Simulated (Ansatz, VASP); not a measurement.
Two plane-wave programs on Ti

Contents of INCAR:

```
  PREC = Accurate
  ENCUT = 520
  EDIFF = 1E-6
  ISMEAR = 0
  SIGMA = 0.15
  LREAL = False
  LASPH = True
  NELM = 60
  ALGO = Fast
  ISIF = 2
  LWAVE = False
  LCHARG = False
  GGA = PE
  NBANDS = 19
```

The input KPOINTS:

```
Automatic mesh
0
Gamma
  24 24 14
```

Contents of POSCAR:

```
Ti
1.0
    2.7033814164      0.0000000000      0.0000000000
   -1.3516907082      2.3411969827      0.0000000000
    0.0000000000      0.0000000000      4.6506340146
Ti
2
Direct
    0.3333333333      0.6666666667      0.2500000000
    0.6666666667      0.3333333333      0.7500000000
```

Input for Ansatz:

```yaml
crystal:
  lattice:
    - [2.7033814164, 0.0, 0.0]
    - [-1.3516907082, 2.3411969827, 0.0]
    - [0.0, 0.0, 4.6506340146]
  atoms:
    - { symbol: Ti, position: [0.3333333333, 0.6666666667, 0.25] }
    - { symbol: Ti, position: [0.6666666667, 0.3333333333, 0.75] }
basis:
  ecutwfc: 420
kpoints:
  mp_grid: { grid: [24, 24, 14] }
hamiltonian:
  xc: pbe
scf:
  occupations: { method: gaussian, width: 0.15 }
output:
  forces: true
  stress: true
  eigenvalues: true
```

Change from the starting cell: strain -0.080 along x and y, +0.000 along z, atoms carried along.

Alike in both runs: task single point; functional PBE; k mesh 24 × 24 × 14; occupations gaussian, width 0.15 eV; no spin polarisation.

```csv
,VASP,Ansatz
version,VASP 6.6.1,Ansatz 0.2.0
potentials or method,"VASP PAW PBE potentials, release 64 (Ti_sv), cutoff 520 eV","scalar-relativistic, plane waves, PAW"
valence electrons in the cell,24,24
```

VASP gave:

| Quantity | Value |
| --- | --- |
| gap on the k mesh at the Fermi level (eV) | none |
| pressure (GPa) | 23.8 |
| traceless stress, the component that is largest in VASP (GPa) | -6.50 |

Task: Estimate Ansatz's values.

Result: gap on the k mesh at the Fermi level (eV): none; pressure (GPa): 24.5; traceless stress, the component that is largest in VASP (GPa): -6.49.

A gap of «none» marks a metal or a gap that the smearing closes.
